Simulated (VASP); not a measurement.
Runs of VASP 6.6.1 on Zn2SiN3. The structure is that of space group P6/mmm (No. 191), or close to it. The cells are those of the table. The cell was generated, and may not be a known phase.

| task | spin | cell | k mesh | cutoff (eV) | gap on the mesh (eV) | pressure (GPa) | moment (μB) | relaxed volume (Å³/atom) |
| --- | --- | --- | --- | --- | --- | --- | --- | --- |
| single point | collinear, ferromagnetic start | a = 5.270, b = 5.270, c = 2.907 Å, angles 90.0, 90.0, 120.0°, 6 atoms | 6 × 6 × 6 | 520 | none | 0.7 | 0.00 | - |
| relaxation of cell and atoms | off | relaxed from a = 4.866, b = 4.866, c = 4.010 Å, angles 90.0, 90.0, 120.0°, 6 atoms | 6 × 6 × 4 | 600 | none | 0.0 | - | (a) |
| single point | off | a = 5.314, b = 5.314, c = 2.864 Å, angles 90.0, 90.0, 120.0°, 6 atoms | 12 × 12 × 14 | 520 | none | 0.7 | - | - |
| relaxation of cell and atoms | off | relaxed from a = 5.426, b = 5.426, c = 2.756 Å, angles 90.0, 90.0, 120.0°, 6 atoms | 6 × 6 × 6 | 600 | none | -0.2 | - | 11.72 |
| single point | collinear, ferromagnetic start | a = 4.866, b = 4.866, c = 4.010 Å, angles 90.0, 90.0, 120.0°, 6 atoms | 6 × 6 × 4 | 520 | none | -14.5 | 0.00 | - |

Alike in all rows: level PBE; potentials or basis VASP PAW PBE potentials, release 64 (Zn, Si, N); smearing gaussian 0.1 eV.

Estimate the missing entries.

(a) 11.77.

Caveats: some runs use coarse meshes; a cell axis changed by over 15 % at a fixed basis, so the end point is rough (at least some runs).

A gap of «none» marks levels without a gap at the run's occupations.
